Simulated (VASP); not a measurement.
# AgB2 (Fm-3m) in VASP: further runs

The runs below take AgB2 through single point, relaxation of cell and atoms, with PBEsol.

Everything below comes from runs of VASP 6.6.1. Logs are shortened: lines on timing, memory, paths and dates and some standing lists are left out, and cuts for length are marked.

### Step 1. The cell of the first run

It takes space group Fm-3m (No. 225, cubic). The conventional cell has a = 5.107 Å, b = 5.107 Å, c = 5.107 Å, α = 90.00°, β = 90.00°, γ = 90.00°. Ag (site symmetry m-3m) has 8 B at 2.21 Å within 2.9 Å. B (site symmetry -43m) has 4 Ag at 2.21 Å and 6 B at 2.55 Å within 2.9 Å.

### Step 2. Single point, PBEsol

File INCAR:

```
SYSTEM = AgB2
PREC     = Accurate       ! precision mode
ENCUT    = 500            ! plane-wave cutoff, eV
EDIFF    = 1E-6           ! SCF threshold, eV
ISMEAR   = -1             ! smearing method
SIGMA    = 0.05           ! smearing width, eV
LREAL    = .False.        ! projectors in reciprocal space
LASPH    = .True.         ! aspherical terms in the spheres
NELM     = 120            ! most SCF steps
ALGO     = Normal         ! electronic algorithm
ISIF     = 2              ! what is computed and relaxed
LWAVE    = .False.        ! write WAVECAR
LCHARG   = .False.        ! write CHGCAR
GGA      = PS             ! functional
NBANDS   = 16             ! bands
GGA_COMPAT= .False.
```

File KPOINTS:

```
Automatic mesh
0
Gamma
  7 7 7
  0 0 0
```

File POSCAR:

```
AgB2
1.0
    0.0000000000      2.5532583177      2.5532583177
    2.5532583177      0.0000000000      2.5532583177
    2.5532583177      2.5532583177      0.0000000000
Ag B
1 2
Direct
    0.0000000000      0.0000000000      0.0000000000
    0.2500000000      0.2500000000      0.2500000000
    0.7500000000      0.7500000000      0.7500000000
```

Potentials or basis: VASP PAW PBE potentials, release 64 (Ag, B).

Command:

```
cat potpaw_PBE.64/Ag/POTCAR potpaw_PBE.64/B/POTCAR > POTCAR
mpirun -np 1 vasp_std > vasp.out
```

OUTCAR:

```text
SYSTEM = AgB2
   PREC = Accurate
   ENCUT = 500
   EDIFF = 1E-6
   ISMEAR = -1
   LREAL = .False.
   LASPH = .True.
   NELM = 120
   ISIF = 2
   GGA = PS

 ion  position               nearest neighbor table
   1  0.000  0.000  0.000-   3 2.21   3 2.21   3 2.21   2 2.21   3 2.21   2 2.21   2 2.21   2 2.21

   2  0.250  0.250  0.250-   1 2.21   1 2.21   1 2.21   1 2.21
   3  0.750  0.750  0.750-   1 2.21   1 2.21   1 2.21   1 2.21

  LATTYP: Found a face centered cubic cell.
 ALAT       =     5.1065166354

  Lattice vectors:

 A1 = (   0.0000000000,   2.5532583177,   2.5532583177)
 A2 = (   2.5532583177,   0.0000000000,   2.5532583177)
 A3 = (   2.5532583177,   2.5532583177,   0.0000000000)

Analysis of symmetry for initial positions (statically):
=====================================================================
 Subroutine PRICEL returns:
 Original cell was already a primitive cell.

 Routine SETGRP: Setting up the symmetry group for a
 face centered cubic supercell.

 Subroutine GETGRP returns: Found 48 space group operations
 (whereof 48 operations were pure point group operations)
 out of a pool of 48 trial point group operations.

The static configuration has the point symmetry O_h .

Analysis of symmetry for dynamics (positions and initial velocities):
=====================================================================
 Subroutine PRICEL returns:
 Original cell was already a primitive cell.

 Routine SETGRP: Setting up the symmetry group for a
 face centered cubic supercell.

 Subroutine GETGRP returns: Found 48 space group operations
 (whereof 48 operations were pure point group operations)
 out of a pool of 48 trial point group operations.

The dynamic configuration has the point symmetry O_h .

 Subroutine INISYM returns: Found 48 space group operations
 (whereof 48 operations are pure point group operations),
 and found     1 'primitive' translations

----------------------------------------------------------------------------------------

                                     Primitive cell

  volume of cell :      33.2900

  direct lattice vectors                    reciprocal lattice vectors
     0.000000000  2.553258318  2.553258318    -0.195828208  0.195828208  0.195828208
     2.553258318  0.000000000  2.553258318     0.195828208 -0.195828208  0.195828208
     2.553258318  2.553258318  0.000000000     0.195828208  0.195828208 -0.195828208

  length of vectors
     3.610852541  3.610852541  3.610852541     0.339184405  0.339184405  0.339184405

[... 77 lines left out ...]
   EDIFF  = 0.1E-05   stopping-criterion for ELM
   LREAL  =      F    real-space projection
   EDIFFG = 0.1E-04   stopping-criterion for IOM
   NSW    =      0    number of steps for IOM
   IBRION =     -1    ionic relax: 0-MD 1-quasi-New 2-CG
   NFREE  =      0    steps in history (QN), initial steepest desc. (CG)
   ISIF   =      2    stress and relaxation
   ISYM   =      2    0-nonsym 1-usesym 2-fastsym
   POTIM  = 0.5000    time-step for ionic-motion
   TEBEG  =    0.0;   TEEND  =   0.0 temperature during run
   PSTRESS=    0.0 pullay stress
   NELECT =      17.0000    total number of electrons
   NUPDOWN=      -1.0000    fix difference up-down
   EMIN   =  10.00;   EMAX   =-10.00  energy-range for DOS
   EFERMI =   0.00;   METHOD = LEGACY
   ISMEAR =    -1;   SIGMA  =   0.05  broadening in eV -4-tet -1-fermi 0-gaus
   EFERMI_NEDOS =   21; number of points for ismear=-14 and -15
   IALGO  =     38    algorithm
   IMIX   =      4    mixing-type and parameters
     AMIX     =   0.40;   BMIX     =  1.00
     AMIX_MAG =   1.60;   BMIX_MAG =  1.00
  volume/ion in A,a.u.               =      11.10        74.88
  Fermi-wavevector in a.u.,A,eV,Ry     =   1.308538  2.472779 23.296876  1.712272
  Thomas-Fermi vector in A             =   2.439198
   LORBIT       =      0    0 simple, 1 ext, 2 COOP (PROOUT), +10 PAW based schemes
   GGA     = PS    functional components
   LHFCALC =     F    Hartree Fock is set to
   AEXX    =    0.0000 exact exchange contribution
   IVDW    =     0    specifies the selected vdW correction
   LEPSILON=     F    determine dielectric tensor
   LRPA    =     F    only Hartree local field effects (RPA)
 non-spin polarized calculation
  energy-cutoff  :      500.00
  volume of cell :       33.29
 maximum number of plane-waves:       869
 NGX is ok and might be reduce to    28
   NGX = 13   NGY = 13   NGZ = 13

 number of electron      17.0000001 magnetization

 Free energy of the ion-electron system (eV)
  ---------------------------------------------------
  ext. energy  EPLUGINS =         0.00000000
  ---------------------------------------------------
  free energy    TOTEN  =       -12.89527152 eV

  energy without entropy =      -12.88793185  energy(sigma->0) =      -12.89160168

 E-fermi :   7.4540     XC(G=0): -11.9669

 val. band max:        7.4198798702   @ k =   0.4286   0.2857   0.1429
 cond. band min:       7.7131686860   @ k =   0.1429   0.0000   0.0000
 fundamental gap:      0.2932888158
 Fermi energy:         7.4539702557

 k-point     1 :       0.0000    0.0000    0.0000
  band No.  band energies     occupation
      1      -4.7616      2.00000
      2      -0.4878      2.00000
      3      -0.4878      2.00000
      4      -0.4878      2.00000
      5       1.3202      2.00000
      6       1.3202      2.00000
[... 357 lines left out ...]
      3      -0.0570      2.00000
      4       0.9205      2.00000
      5       0.9710      2.00000
      6       2.2635      2.00000
[... 8 lines left out ...]
     15      18.5477      0.00000
     16      24.8763      0.00000

------------------------ aborting loop because EDIFF is reached ----------------------------------------

  FORCE on cell =-STRESS in cart. coord.  units (eV):
  Direction    XX          YY          ZZ          XY          YZ          ZX
  --------------------------------------------------------------------------------------
  -------------------------------------------------------------------------------------
  Total       -0.0533664     -0.0533664     -0.0533664     -0.0000000     -0.0000000      0.0000000
  in kB       -2.5684092     -2.5684092     -2.5684092     -0.0000000     -0.0000000      0.0000000
  external PRESSURE =      -2.5684092 kB  Pullay stress =       0.0000000 kB

 VOLUME and BASIS-vectors are now :
 -----------------------------------------------------------------------------
  energy-cutoff  :      500.00
  volume of cell :       33.29
      direct lattice vectors                 reciprocal lattice vectors
     0.000000000  2.553258318  2.553258318    -0.195828208  0.195828208  0.195828208
     2.553258318  0.000000000  2.553258318     0.195828208 -0.195828208  0.195828208
     2.553258318  2.553258318  0.000000000     0.195828208  0.195828208 -0.195828208

 POSITION                                       TOTAL-FORCE (eV/Angst)
 -----------------------------------------------------------------------------------
      0.00000      0.00000      0.00000         0.000000      0.000000     -0.000000
      1.27663      1.27663      1.27663        -0.000000     -0.000000     -0.000000
      3.82989      3.82989      3.82989        -0.000000      0.000000      0.000000
 -----------------------------------------------------------------------------------
    total drift:                               -0.000000     -0.000000      0.000000

  FREE ENERGIE OF THE ION-ELECTRON SYSTEM (eV)
  ---------------------------------------------------
  free  energy   TOTEN  =       -12.8952715240 eV

  energy  without entropy=      -12.8879318459  energy(sigma->0) =      -12.89160168
```

Run time: 9.9 s. Hardware: 1 thread of Intel Xeon Platinum 8488C (Sapphire Rapids), shared host; peak memory 0.15 GiB.

Results:

```yaml
Free_energy: -12.8953 eV
Pressure: -0.3 GPa
Band_gap_on_the_k_mesh: zero (an odd number of electrons rules out a gap without spin polarisation)
```

Caveat: the PAW data sets were made with another functional, which shifts forces and pressure a little.

### Step 3. Relaxation of cell and atoms, PBEsol

This run uses another cell than the first one, of 11.32 Å³/atom.

File INCAR:

```
ALGO = Normal ; EDIFF = 1E-7
EDIFFG = -0.02 ; ENCUT = 500
GGA = PS ; GGA_COMPAT = False
IBRION = 2 ; ISIF = 3
ISMEAR = -1 ; LASPH = True
LCHARG = False ; LREAL = False
LWAVE = False ; NELM = 120
NELMIN = 4 ; NSW = 80
PREC = Accurate ; SIGMA = 0.05
```

File KPOINTS:

```
k-points
0
Gamma
  7 7 7
```

File POSCAR:

```
AgB2
1.0
    0.0000000000      2.5700000000      2.5700000000
    2.5700000000      0.0000000000      2.5700000000
    2.5700000000      2.5700000000      0.0000000000
Ag B
1 2
Direct
    0.0000000000      0.0000000000      0.0000000000
    0.2500000000      0.2500000000      0.2500000000
    0.7500000000      0.7500000000      0.7500000000
```

Potentials or basis: VASP PAW PBE potentials, release 64 (Ag, B).

Command:

```
cat potpaw_PBE.64/Ag/POTCAR potpaw_PBE.64/B/POTCAR > POTCAR
mpirun -np 1 vasp_std > vasp.out
```

It took 18 s on 1 thread of Intel Xeon Platinum 8488C (Sapphire Rapids), shared host; peak memory 0.16 GiB.

It converged, with:

```yaml
Free_energy: -12.8956 eV
Relaxed_volume: 11.08 Å³/atom
Relaxed_cell: a = 3.609 Å, b = 3.609 Å, c = 3.609 Å, α = 60.00°, β = 60.00°, γ = 60.00°
Space_group_after_relaxing_to_0.1_Å: Fm-3m (No. 225)
Energy_gained_by_relaxing: 2.7 meV/atom
Ionic_steps: 3
Pressure_after_relaxing: 0.0 GPa
Band_gap_on_the_k_mesh: zero (an odd number of electrons rules out a gap without spin polarisation)
```

The path:
| step | energy change (eV) | largest force (eV/Å) | pressure (GPa) | volume (Å³) |
| --- | --- | --- | --- | --- |
| 1 | 0.0000 | 0.0000 | -3.53 | 33.95 |
| 2 | -0.0036 | 0.0000 | 2.82 | 32.74 |
| 3 | -0.0080 | 0.0000 | 0.00 | 33.24 |

Final structure:
```
Ag B
1.0
     0.00000    2.55206    2.55206
     2.55206    0.00000    2.55206
     2.55206    2.55206    0.00000
Ag B
1 2
Direct
  0.00000 0.00000 0.00000
  0.25000 0.25000 0.25000
  0.75000 0.75000 0.75000
```

Levels at points of the mesh, in eV from the Fermi level:
```csv
k point,band 6,band 7,band 8,band 9,band 10,band 11,band 12
"(0.00, 0.00, 0.00)",-6.14,0.42,3.42,3.42,3.42,4.19,4.19
```

Caveat: the PAW data sets were made with another functional, which shifts forces and pressure a little.

### Step 4. Relaxation of cell and atoms, PBEsol, target pressure 15 GPa, at which the enthalpy is minimised

This run uses another cell than the first one, of 11.32 Å³/atom.

File INCAR:

```
PREC = Accurate
ENCUT = 500
EDIFF = 1E-7
ISMEAR = -1
SIGMA = 0.05
LREAL = F
LASPH = T
NELM = 120
ALGO = Normal
ISIF = 3
LWAVE = F
LCHARG = F
GGA = PS
IBRION = 2
NSW = 80
EDIFFG = -0.02
PSTRESS = 150.0
GGA_COMPAT = F
NELMIN = 4
```

File KPOINTS:

```
Automatic mesh
0
Gamma
  7 7 7
```

POSCAR is that of step 3.

Command:

```
cat potpaw_PBE.64/Ag/POTCAR potpaw_PBE.64/B/POTCAR > POTCAR
mpirun -np 1 vasp_std > vasp.out
```

It took 27 s on 1 thread of Intel Xeon Platinum 8488C (Sapphire Rapids), shared host; peak memory 0.16 GiB.

The run converged. Its results:

```
Free energy                                                : -12.7958 eV
Relaxed volume                                             : 10.32 Å³/atom
Relaxed cell                                               : a = 3.524 Å, b = 3.524 Å, c = 3.524 Å, α = 60.00°, β = 60.00°, γ = 60.00°
Space group after relaxing (to 0.1 Å)                      : Fm-3m (No. 225)
Energy change on relaxing (the run minimises the enthalpy) : +30.6 meV/atom
Ionic steps                                                : 4
Pressure after relaxing                                    : 15.0 GPa
Band gap on the k mesh                                     : zero (an odd number of electrons rules out a gap without spin polarisation)
```

Step by step:
| step | energy change (eV) | largest force (eV/Å) | pressure (GPa) | volume (Å³) |
| --- | --- | --- | --- | --- |
| 1 | 0.0000 | 0.0000 | -3.53 | 33.95 |
| 2 | 0.6468 | 0.0000 | 46.13 | 27.91 |
| 3 | 0.0866 | 0.0000 | 14.51 | 31.01 |
| 4 | 0.0919 | 0.0000 | 14.97 | 30.95 |

Final structure:
```
CELL_PARAMETERS angstrom
0.00000 2.49210 2.49210
2.49210 0.00000 2.49210
2.49210 2.49210 0.00000
ATOMIC_POSITIONS crystal
Ag 0.00000 0.00000 0.00000
B 0.25000 0.25000 0.25000
B 0.75000 0.75000 0.75000
```

Levels at points of the mesh, in eV from the Fermi level:
| k point | band 5 | band 6 | band 7 | band 8 | band 9 | band 10 | band 11 | band 12 |
| --- | --- | --- | --- | --- | --- | --- | --- | --- |
| (0.00, 0.00, 0.00) | -6.49 | -6.49 | 0.80 | 3.70 | 3.70 | 3.70 | 4.35 | 4.35 |

Caveat: the cell is relaxed towards a set pressure, so the run minimises the enthalpy, not the energy; the PAW data sets were made with another functional, which shifts forces and pressure a little.

[end of part 1 of 2]
